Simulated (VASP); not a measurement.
# HfB2 (P6/mmm) in VASP: notebook

HfB2 is run at these levels: PBE; tasks: single point.

Everything below comes from runs of VASP 6.6.1. Logs are shortened: lines on timing, memory, paths and dates and some standing lists are left out, and cuts for length are marked.

### Step 1. The cell of the first run

The structure is hexagonal, space group P6/mmm (No. 191). The conventional cell has a = 3.140 Å, b = 3.140 Å, c = 3.480 Å, α = 90.00°, β = 90.00°, γ = 120.00°. Hf (site symmetry 6/mmm) has 12 B at 2.51 Å and 6 Hf at 3.14 Å within 3.3 Å. B (site symmetry -6m2) has 3 B at 1.81 Å within 2.4 Å.

### Step 2. Single point, PBE

Input file INCAR:

```
SYSTEM = HfB2
PREC     = Accurate       ! precision mode
ENCUT    = 520            ! plane-wave cutoff, eV
EDIFF    = 1E-6           ! SCF threshold, eV
ISMEAR   = -1             ! smearing method
SIGMA    = 0.1            ! smearing width, eV
LREAL    = .False.        ! projectors in reciprocal space
LASPH    = .True.         ! aspherical terms in the spheres
NELM     = 80             ! most SCF steps
ALGO     = Normal         ! electronic algorithm
ISIF     = 2              ! what is computed and relaxed
LWAVE    = .False.        ! write WAVECAR
LCHARG   = .True.         ! write CHGCAR
GGA      = PE             ! functional
LELF     = .True.         ! ELF
LVHAR    = .True.       
NBANDS   = 15             ! bands
```

Input file KPOINTS:

```
Automatic mesh
0
Gamma
  11 11 8
  0 0 0
```

Input file POSCAR:

```
HfB2
1.0
    3.1400000000      0.0000000000      0.0000000000
   -1.5700000000      2.7193200000      0.0000000000
    0.0000000000      0.0000000000      3.4800000000
Hf B
1 2
Direct
    0.0000000000      0.0000000000      0.0000000000
    0.3333333333      0.6666666667      0.5000000000
    0.6666666667      0.3333333333      0.5000000000
```

Potentials or basis: VASP PAW PBE potentials, release 64 (Hf_pv, B).

Launch:

```sh
$ cat potpaw_PBE.64/Hf_pv/POTCAR potpaw_PBE.64/B/POTCAR > POTCAR
$ mpirun -np 1 vasp_std > vasp.out
```

OUTCAR:

```text
SYSTEM = HfB2
   PREC = Accurate
   ENCUT = 520
   EDIFF = 1E-6
   ISMEAR = -1
   LREAL = .False.
   LASPH = .True.
   NELM = 80
   ISIF = 2
   GGA = PE

 ion  position               nearest neighbor table
   1  0.000  0.000  0.000-   2 2.51   3 2.51   2 2.51   3 2.51   3 2.51   3 2.51   2 2.51   2 2.51
                             3 2.51   3 2.51   2 2.51   2 2.51
   2  0.333  0.667  0.500-   3 1.81   3 1.81   3 1.81   1 2.51   1 2.51   1 2.51   1 2.51   1 2.51
                             1 2.51
   3  0.667  0.333  0.500-   2 1.81   2 1.81   2 1.81   1 2.51   1 2.51   1 2.51   1 2.51   1 2.51
                             1 2.51

  LATTYP: Found a hexagonal cell.
 ALAT       =     3.1400000000
 C/A-ratio  =     1.1082802548

  Lattice vectors:

 A1 = (   3.1400000000,   0.0000000000,   0.0000000000)
 A2 = (  -1.5700000000,   2.7193200000,   0.0000000000)
 A3 = (   0.0000000000,   0.0000000000,   3.4800000000)

Analysis of symmetry for initial positions (statically):
=====================================================================
 Subroutine PRICEL returns:
 Original cell was already a primitive cell.

 Routine SETGRP: Setting up the symmetry group for a
 hexagonal supercell.

 Subroutine GETGRP returns: Found 24 space group operations
 (whereof 24 operations were pure point group operations)
 out of a pool of 24 trial point group operations.

The static configuration has the point symmetry D_6h.

Analysis of symmetry for dynamics (positions and initial velocities):
=====================================================================
 Subroutine PRICEL returns:
 Original cell was already a primitive cell.

 Routine SETGRP: Setting up the symmetry group for a
 hexagonal supercell.

 Subroutine GETGRP returns: Found 24 space group operations
 (whereof 24 operations were pure point group operations)
 out of a pool of 24 trial point group operations.

The dynamic configuration has the point symmetry D_6h.

 Subroutine INISYM returns: Found 24 space group operations
 (whereof 24 operations are pure point group operations),
 and found     1 'primitive' translations

----------------------------------------------------------------------------------------

                                     Primitive cell

  volume of cell :      29.7146

  direct lattice vectors                    reciprocal lattice vectors
     3.140000000  0.000000000  0.000000000     0.318471338  0.183869497  0.000000000
    -1.570000000  2.719320000  0.000000000     0.000000000  0.367738994  0.000000000
     0.000000000  0.000000000  3.480000000     0.000000000  0.000000000  0.287356322

  length of vectors
[... 89 lines left out ...]
   NFREE  =      0    steps in history (QN), initial steepest desc. (CG)
   ISIF   =      2    stress and relaxation
   ISYM   =      2    0-nonsym 1-usesym 2-fastsym
   POTIM  = 0.5000    time-step for ionic-motion
   TEBEG  =    0.0;   TEEND  =   0.0 temperature during run
   PSTRESS=    0.0 pullay stress
   NELECT =      16.0000    total number of electrons
   NUPDOWN=      -1.0000    fix difference up-down
   EMIN   =  10.00;   EMAX   =-10.00  energy-range for DOS
   EFERMI =   0.00;   METHOD = LEGACY
   ISMEAR =    -1;   SIGMA  =   0.10  broadening in eV -4-tet -1-fermi 0-gaus
   EFERMI_NEDOS =   21; number of points for ismear=-14 and -15
   IALGO  =     38    algorithm
   IMIX   =      4    mixing-type and parameters
     AMIX     =   0.40;   BMIX     =  1.00
     AMIX_MAG =   1.60;   BMIX_MAG =  1.00
  volume/ion in A,a.u.               =       9.90        66.84
  Fermi-wavevector in a.u.,A,eV,Ry     =   1.331860  2.516850 24.134692  1.773850
  Thomas-Fermi vector in A             =   2.460838
   LORBIT       =      0    0 simple, 1 ext, 2 COOP (PROOUT), +10 PAW based schemes
   GGA     = PE    functional components
[... 5 lines left out ...]
 non-spin polarized calculation
  energy-cutoff  :      520.00
  volume of cell :       29.71
 maximum number of plane-waves:       820
 NGX is ok and might be reduce to    24
   NGX = 11   NGY = 11   NGZ = 13

 number of electron      15.9999998 magnetization

 Free energy of the ion-electron system (eV)
  ---------------------------------------------------
  ext. energy  EPLUGINS =         0.00000000
  ---------------------------------------------------
  free energy    TOTEN  =       -26.40718569 eV

  energy without entropy =      -26.40036570  energy(sigma->0) =      -26.40377569

 E-fermi :   7.5887     XC(G=0): -12.5968

 val. band max:        7.4380885944   @ k =   0.0909   0.0909   0.2500
 cond. band min:       7.6468620523   @ k =   0.2727   0.1818   0.0000
 fundamental gap:      0.2087734579
 Fermi energy:         7.5887487177

 k-point     1 :       0.0000    0.0000    0.0000
  band No.  band energies     occupation
      1     -22.9654      2.00000
      2     -22.4693      2.00000
      3     -22.4693      2.00000
      4      -6.0825      2.00000
      5       4.6664      2.00000
      6       4.7735      2.00000
      7       4.7735      2.00000
      8       4.8892      2.00000
      9      11.6956      0.00000
     10      11.6956      0.00000
     11      12.3308      0.00000
     12      12.3308      0.00000
     13      12.6635      0.00000
     14      12.6635      0.00000
[... 401 lines left out ...]
      2     -22.8221      2.00000
      3     -22.5635      2.00000
      4      -4.7141      2.00000
      5       2.3774      2.00000
      6       3.4443      2.00000
      7       4.1733      2.00000
      8       6.3269      1.99999
      9       8.5125      0.00019
     10      11.1240      0.00000
     11      11.9108      0.00000
     12      12.6815      0.00000
     13      13.9758      0.00000
     14      14.6811      0.00000
     15      16.2263      0.00000

 [... further k-points ...]
[... 5 lines left out ...]
  --------------------------------------------------------------------------------------
  -------------------------------------------------------------------------------------
  Total        0.1603075      0.1603075      0.2252660      0.0000000     -0.0000000      0.0000000
  in kB        8.6436091      8.6436105     12.1461022      0.0000000     -0.0000000      0.0000000
  external PRESSURE =       9.8111073 kB  Pullay stress =       0.0000000 kB

 VOLUME and BASIS-vectors are now :
 -----------------------------------------------------------------------------
  energy-cutoff  :      520.00
  volume of cell :       29.71
      direct lattice vectors                 reciprocal lattice vectors
     3.140000000  0.000000000  0.000000000     0.318471338  0.183869497  0.000000000
    -1.570000000  2.719320000  0.000000000     0.000000000  0.367738994  0.000000000
     0.000000000  0.000000000  3.480000000     0.000000000  0.000000000  0.287356322

 POSITION                                       TOTAL-FORCE (eV/Angst)
 -----------------------------------------------------------------------------------
      0.00000      0.00000      0.00000        -0.000000      0.000000     -0.000000
     -0.00000      1.81288      1.74000         0.000000      0.000000     -0.000000
      1.57000      0.90644      1.74000        -0.000000     -0.000000      0.000000
 -----------------------------------------------------------------------------------
    total drift:                               -0.000000      0.000000      0.000000

  FREE ENERGIE OF THE ION-ELECTRON SYSTEM (eV)
  ---------------------------------------------------
  free  energy   TOTEN  =       -26.4071856921 eV

  energy  without entropy=      -26.4003656975  energy(sigma->0) =      -26.40377569
```

stdout:

```text
POSCAR found type information on POSCAR HfB
 POSCAR found :  2 types and       3 ions
 scaLAPACK will be used
 LDA part: xc-table for (Slater+PW92), standard interpolation
 POSCAR, INCAR and KPOINTS ok, starting setup
 FFT: planning ... GRIDC
 FFT: planning ... GRID_SOFT
 FFT: planning ... GRID
 WAVECAR not read
 entering main loop
```

Run time: 46 s. Hardware: 1 thread of Intel Xeon 8259CL, shared host; peak memory 0.17 GiB.

What came out:

```yaml
Free_energy: -26.4072 eV
Pressure: 1.0 GPa
Band_gap_on_the_k_mesh: zero (band 8 reaches 8.26 eV, above the bottom of band 9 at 7.17 eV)
```

Caveat: spin-orbit coupling is left out, which moves the levels of the heavy elements.

### Step 3. Single point, PBE

This run uses another cell than the first one, of 10.30 Å³/atom, 1.040 times its volume.

Input file INCAR:

```
PREC = Accurate
ENCUT = 520
EDIFF = 1E-6
ISMEAR = -1
SIGMA = 0.1
LREAL = False
LASPH = True
NELM = 100
ALGO = Normal
ISIF = 2
LWAVE = False
LCHARG = True
GGA = PE
LELF = True
LVHAR = True
NBANDS = 15
```

Input file KPOINTS:

```
Automatic mesh
0
Gamma
  11 11 8
```

Input file POSCAR:

```
HfB2
1.0
    3.1813205280      0.0000000000      0.0000000000
   -1.5906602640      2.7551046300      0.0000000000
    0.0000000000      0.0000000000      3.5257947253
Hf B
1 2
Direct
    0.0000000000      0.0000000000      0.0000000000
    0.3333333333      0.6666666667      0.5000000000
    0.6666666667      0.3333333333      0.5000000000
```

Potentials or basis: VASP PAW PBE potentials, release 64 (Hf_pv, B).

Launch:

```sh
$ cat potpaw_PBE.64/Hf_pv/POTCAR potpaw_PBE.64/B/POTCAR > POTCAR
$ mpirun -np 1 vasp_std > vasp.out
```

OUTCAR:

```text
PREC = Accurate
   ENCUT = 520
   EDIFF = 1E-6
   ISMEAR = -1
   LREAL = False
   LASPH = True
   NELM = 100
   ISIF = 2
   GGA = PE

 ion  position               nearest neighbor table
   1  0.000  0.000  0.000-   2 2.55   3 2.55   2 2.55   3 2.55   3 2.55   3 2.55   2 2.55   2 2.55
                             3 2.55   3 2.55   2 2.55   2 2.55
   2  0.333  0.667  0.500-   3 1.84   3 1.84   3 1.84   1 2.55   1 2.55   1 2.55   1 2.55   1 2.55
                             1 2.55
   3  0.667  0.333  0.500-   2 1.84   2 1.84   2 1.84   1 2.55   1 2.55   1 2.55   1 2.55   1 2.55
                             1 2.55

  LATTYP: Found a hexagonal cell.
 ALAT       =     3.1813205280
 C/A-ratio  =     1.1082802548

  Lattice vectors:

 A1 = (   3.1813205280,   0.0000000000,   0.0000000000)
 A2 = (  -1.5906602640,   2.7551046300,   0.0000000000)
 A3 = (   0.0000000000,   0.0000000000,   3.5257947253)

Analysis of symmetry for initial positions (statically):
=====================================================================
 Subroutine PRICEL returns:
 Original cell was already a primitive cell.

 Routine SETGRP: Setting up the symmetry group for a
 hexagonal supercell.

 Subroutine GETGRP returns: Found 24 space group operations
 (whereof 24 operations were pure point group operations)
 out of a pool of 24 trial point group operations.

The static configuration has the point symmetry D_6h.

Analysis of symmetry for dynamics (positions and initial velocities):
=====================================================================
 Subroutine PRICEL returns:
 Original cell was already a primitive cell.

 Routine SETGRP: Setting up the symmetry group for a
 hexagonal supercell.

 Subroutine GETGRP returns: Found 24 space group operations
 (whereof 24 operations were pure point group operations)
 out of a pool of 24 trial point group operations.

The dynamic configuration has the point symmetry D_6h.

 Subroutine INISYM returns: Found 24 space group operations
[... 119 lines left out ...]
     AMIX_MAG =   1.60;   BMIX_MAG =  1.00
  volume/ion in A,a.u.               =      10.30        69.51
  Fermi-wavevector in a.u.,A,eV,Ry     =   1.314561  2.484160 23.511817  1.728070
  Thomas-Fermi vector in A             =   2.444805
   LORBIT       =      0    0 simple, 1 ext, 2 COOP (PROOUT), +10 PAW based schemes
   GGA     = PE    functional components
[... 5 lines left out ...]
 non-spin polarized calculation
  energy-cutoff  :      520.00
  volume of cell :       30.90
 maximum number of plane-waves:       848
 NGX is ok and might be reduce to    24
   NGX = 11   NGY = 11   NGZ = 13

 number of electron      16.0000000 magnetization

 Free energy of the ion-electron system (eV)
  ---------------------------------------------------
  ext. energy  EPLUGINS =         0.00000000
  ---------------------------------------------------
  free energy    TOTEN  =       -26.37911572 eV

  energy without entropy =      -26.37191213  energy(sigma->0) =      -26.37551392

 E-fermi :   7.2906     XC(G=0): -12.4136

 val. band max:        7.1452362322   @ k =   0.0909   0.0909   0.2500
 cond. band min:       7.3417154267   @ k =   0.2727   0.1818   0.0000
 fundamental gap:      0.1964791945
 Fermi energy:         7.2905955626

 k-point     1 :       0.0000    0.0000    0.0000
  band No.  band energies     occupation
      1     -23.3986      2.00000
      2     -22.9499      2.00000
      3     -22.9499      2.00000
      4      -6.1629      2.00000
      5       4.4557      2.00000
      6       4.5474      2.00000
      7       4.5474      2.00000
      8       4.5762      2.00000
      9      11.1936      0.00000
     10      11.1936      0.00000
     11      11.8146      0.00000
     12      11.8147      0.00000
     13      12.0663      0.00000
     14      12.1933      0.00000
[... 401 lines left out ...]
      2     -23.2557      2.00000
      3     -23.0320      2.00000
      4      -4.8465      2.00000
      5       2.1622      2.00000
      6       3.2117      2.00000
      7       3.9246      2.00000
      8       6.0709      1.99999
      9       8.1756      0.00029
     10      10.6582      0.00000
     11      11.4236      0.00000
     12      12.1138      0.00000
     13      13.3832      0.00000
     14      14.0566      0.00000
     15      15.4948      0.00000

 [... further k-points ...]
[... 5 lines left out ...]
  --------------------------------------------------------------------------------------
  -------------------------------------------------------------------------------------
  Total       -1.7086513     -1.7086516     -1.4310779      0.0000000      0.0000000      0.0000000
  in kB      -88.5852638    -88.5852789    -74.1944313      0.0000000      0.0000000      0.0000000
  external PRESSURE =     -83.7883247 kB  Pullay stress =       0.0000000 kB

 VOLUME and BASIS-vectors are now :
 -----------------------------------------------------------------------------
  energy-cutoff  :      520.00
  volume of cell :       30.90
      direct lattice vectors                 reciprocal lattice vectors
     3.181320528  0.000000000  0.000000000     0.314334878  0.181481311  0.000000000
    -1.590660264  2.755104630  0.000000000     0.000000000  0.362962622  0.000000000
     0.000000000  0.000000000  3.525794725     0.000000000  0.000000000  0.283623999

 POSITION                                       TOTAL-FORCE (eV/Angst)
 -----------------------------------------------------------------------------------
      0.00000      0.00000      0.00000         0.000000      0.000000     -0.000000
     -0.00000      1.83674      1.76290         0.000000      0.000000     -0.000000
      1.59066      0.91837      1.76290        -0.000000     -0.000000      0.000000
 -----------------------------------------------------------------------------------
    total drift:                               -0.000000      0.000000      0.000000

  FREE ENERGIE OF THE ION-ELECTRON SYSTEM (eV)
  ---------------------------------------------------
  free  energy   TOTEN  =       -26.3791157184 eV

  energy  without entropy=      -26.3719121291  energy(sigma->0) =      -26.37551392
```

OSZICAR:

```text
N       E                     dE             d eps       ncg     rms          rms(c)
DAV:   1     0.255453338984E+02    0.25545E+02   -0.80330E+03  2400   0.101E+03
DAV:   2    -0.273143357258E+02   -0.52860E+02   -0.49754E+02  3184   0.214E+02
DAV:   3    -0.287039865792E+02   -0.13897E+01   -0.13845E+01  3149   0.254E+01
DAV:   4    -0.287100263904E+02   -0.60398E-02   -0.60382E-02  2799   0.206E+00
DAV:   5    -0.287100662875E+02   -0.39897E-04   -0.39896E-04  3135   0.148E-01    0.491E+01
DAV:   6    -0.264879613802E+02    0.22221E+01   -0.27770E+00  2890   0.118E+01    0.363E+01
DAV:   7    -0.264354686144E+02    0.52493E-01   -0.87612E-01  3023   0.675E+00    0.117E+01
DAV:   8    -0.263833776121E+02    0.52091E-01   -0.21030E-01  2779   0.338E+00    0.154E+00
DAV:   9    -0.263792920784E+02    0.40855E-02   -0.17846E-02  2757   0.105E+00    0.372E-01
DAV:  10    -0.263791100625E+02    0.18202E-03   -0.74685E-04  2988   0.225E-01    0.256E-01
DAV:  11    -0.263791183845E+02   -0.83220E-05   -0.53935E-05  2953   0.556E-02    0.111E-01
DAV:  12    -0.263791156712E+02    0.27133E-05   -0.33701E-06  2687   0.134E-02    0.901E-03
DAV:  13    -0.263791157184E+02   -0.47256E-07   -0.21774E-07  1340   0.387E-03
   1 F= -.26379116E+02 E0= -.26375514E+02  d E =-.720359E-02
```

It took 49 s on 1 thread of Intel Xeon 8259CL, shared host; peak memory 0.17 GiB.

Results:

| Property | Result |
| --- | --- |
| Free energy | -26.3791 eV |
| Pressure | -8.4 GPa |
| Band gap on the k mesh | zero (band 8 reaches 7.93 eV, above the bottom of band 9 at 6.88 eV) |

Stress tensor (GPa, compression positive):
```
-8.86  0.00  0.00
 0.00 -8.86  0.00
 0.00  0.00 -7.42
```

Caveat: spin-orbit coupling is left out, which moves the levels of the heavy elements.

(Part 1 of 2 ends here.)
